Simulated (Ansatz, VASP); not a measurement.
**MnPt2: VASP beside Ansatz**

File INCAR:

```
SYSTEM = MnPt2
ALGO = Normal
EDIFF = 1E-7
ENCUT = 520
GGA = PE
ISIF = 2
ISMEAR = -1
ISPIN = 2
LASPH = .TRUE.
LCHARG = .FALSE.
LMAXMIX = 4
LORBIT = 11
LREAL = .FALSE.
LWAVE = .FALSE.
MAGMOM = 0 0 8
NBANDS = 28
NELM = 150
NUPDOWN = 8.0
PREC = Accurate
SIGMA = 0.05
```

The input KPOINTS:

```
k-points
0
G
  9 9 4
  0 0 0
```

The input POSCAR:

```
MnPt2
1.0
    2.8584044518      0.0000000000      0.0000000000
   -1.4292022259      2.4754508696      0.0000000000
    0.0000000000      0.0000000000      6.5325040000
Pt Mn
2 1
Direct
    0.6666666667      0.3333333333      0.3162060000
    0.3333333333      0.6666666667      0.6837940000
    0.0000000000      0.0000000000      0.0000000000
```

Contents of input.yaml:

```yaml
crystal:
  lattice:
    - [2.8584044518, 0.0, 0.0]
    - [-1.4292022259, 2.4754508696, 0.0]
    - [0.0, 0.0, 6.532504]
  atoms:
    - { symbol: Pt, position: [0.6666666667, 0.3333333333, 0.316206] }
    - { symbol: Pt, position: [0.3333333333, 0.6666666667, 0.683794] }
    - { symbol: Mn, position: [0.0, 0.0, 0.0], spin: 8.0 }
hamiltonian:
  xc: pbe
  pseudopotentials: { kind: paw }
magnetization:
  spin_polarized: true
  initial_magnetization: 8.0
  spin_locking: { lock_magnetization: hard }
kpoints:
  mp_grid: { grid: [9, 9, 4] }
scf:
  occupations: { method: fermi_dirac, width: 0.05 }
  lower_state_search: "off"
output:
  forces: true
  stress: true
  eigenvalues: true
```

Alike in both runs: task single point; functional PBE; k mesh 9 × 9 × 4; occupations fermi-dirac, width 0.05 eV; collinear spin; fixed moment 8 μB.

|  | VASP | Ansatz |
| --- | --- | --- |
| version | VASP 6.6.1 | Ansatz 0.2.0 |
| potentials or method | VASP PAW PBE potentials, release 64 (Pt, Mn_pv) | Ansatz PAW |
| plane-wave cutoff (eV) | 520 | 420 |
| valence electrons in the cell | 33 | 51 |

```csv
,VASP,Ansatz,Ansatz less VASP
pressure (GPa),22.5,22.9,+0.40
"traceless stress, the component that is largest in VASP (GPa)",8.07,8.04,-0.029
rms of the force components (eV/Å),0.680,0.678,-0.0017
net moment per atom (μB),2.67,2.67,0.000
size of the moment on the site where the two differ most (μB),1.51,1.35,-0.164
```

Site moments also hang on the region over which each program counts them. Atom by atom the forces differ by 0.002 eV/Å (rms over components). The functional is the same, so the differences come from potentials, cutoffs and numerics. VASP's potentials hold 33 valence electrons a cell and Ansatz's 51, so a difference there can come from the potentials and not from the codes.

Neither program's run includes spin-orbit coupling.
